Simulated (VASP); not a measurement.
Here is a VASP 6.6.1 calculation.

The input INCAR:

```
SYSTEM = W
PREC = Accurate
ENCUT = 500
EDIFF = 1E-6
ISMEAR = 0
SIGMA = 0.15
LREAL = .FALSE.
LASPH = .TRUE.
NELM = 120
ALGO = Normal
ISIF = 2
LWAVE = .FALSE.
LCHARG = .TRUE.
LELF = .TRUE.
LVHAR = .TRUE.
NBANDS = 21
GGA_COMPAT = .FALSE.
```

Contents of KPOINTS:

```
Automatic mesh
0
G
  16 16 12
  0 0 0
```

Contents of POSCAR:

```
W
1.0
    0.0000000000     -1.9864787844     -1.9864787844
    0.0000000000      1.9864787844     -1.9864787844
    3.9729575688      0.0000000000      0.0000000000
W
2
Direct
    0.5406749876      0.4593250124      0.4828842874
   -0.0406749876      0.0406749876      0.0171157126
```

Potentials or basis: VASP PAW LDA potentials, release 64 (W_sv).

Launch:

```sh
$ cat potpaw_LDA.64/W_sv/POTCAR > POTCAR
$ mpirun -np 1 vasp_std > vasp.out
```

(1) Predict the largest force.

(2) Predict the pressure.

Results:

(1) 2.063 eV/Å.

(2) 10.8 GPa.

Caveat: the cell differs from its parent crystal (atoms displaced along a vibrational mode); the cell stands under pressure; forces of over 1 eV/Å act on the atoms, so gaps and moduli don't describe the material at rest.
